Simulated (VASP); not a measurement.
The system is Ca3Zr3N2.

```xyz
8
Lattice="3.3000 0.0000 0.0000 0.0000 3.3000 0.0000 0.0000 0.0000 14.2000" Properties=species:S:1:pos:R:3 pbc="T T T"
Ca    0.0000    0.0000    9.4998
Ca    0.0000    0.0000    4.7002
Ca    1.6500    1.6500    7.1000
Zr    0.0000    0.0000    0.0000
Zr    1.6500    1.6500   11.9990
Zr    1.6500    1.6500    2.2010
N     0.0000    0.0000    2.2010
N     0.0000    0.0000   11.9990
```

```yaml
Program: VASP 6.6.1
Task: relaxation of cell and atoms
Functional: PBE
Potentials_or_basis: VASP PAW PBE potentials, release 64 (Ca_sv, Zr_sv, N)
Cutoff: 600 eV
k_mesh: 5 × 5 × 2
Occupations: gaussian, width 0.2 eV
Spin: no spin polarisation
```

At the start: pressure 5.6 GPa; volume 19.33 Å³/atom.

Question: Where does the relaxation end?

Answer: Over 14 steps the energy falls by 129.8 meV/atom and the volume is 21.72 Å³/atom (+12.4 %); space group P4/mmm (No. 123, to 0.1 Å) before and after.

The path:
```tsv
step	energy change (eV)	largest force (eV/Å)	pressure (GPa)	volume (Å³)
1	0.0000	1.2713	5.62	154.64
2	-0.3525	1.0608	-3.33	170.26
3	-0.3619	1.0879	-2.24	167.89
4	-0.5966	0.7970	-0.97	166.24
5	-0.7327	0.5744	1.20	164.04
6	-0.7362	0.6514	1.79	163.52
7	-0.8330	0.7034	-0.51	169.25
8	-0.8454	0.7260	-1.45	171.93
9	-0.9474	0.5191	-0.22	170.87
10	-0.9962	0.1944	1.58	169.53
11	-1.0308	0.1811	-0.25	174.76
12	-1.0331	0.1816	0.07	173.70
13	-1.0374	0.0842	-0.04	173.75
14	-1.0387	0.0464	-0.14	173.79
```

Final structure:
```yaml
crystal:
  lattice:
    - [3.28513, 0.00000, 0.00000]
    - [0.00000, 3.28513, 0.00000]
    - [0.00000, 0.00000, 16.10357]
  atoms:
    - { symbol: Ca, position: [0.00000, 0.00000, 0.70199] }
    - { symbol: Ca, position: [0.00000, 0.00000, 0.29801] }
    - { symbol: Ca, position: [0.50000, 0.50000, 0.50000] }
    - { symbol: Zr, position: [0.00000, 0.00000, 0.00000] }
    - { symbol: Zr, position: [0.50000, 0.50000, 0.86217] }
    - { symbol: Zr, position: [0.50000, 0.50000, 0.13783] }
    - { symbol: N, position: [0.00000, 0.00000, 0.14442] }
    - { symbol: N, position: [0.00000, 0.00000, 0.85558] }
```

Caveat: the k points lie up to 0.38 Å⁻¹ apart in the final cell, too coarse for converged energies and pressures of a metal; the relaxation stopped at a loose force limit of 0.08 eV/Å, so its end isn't a converged minimum.
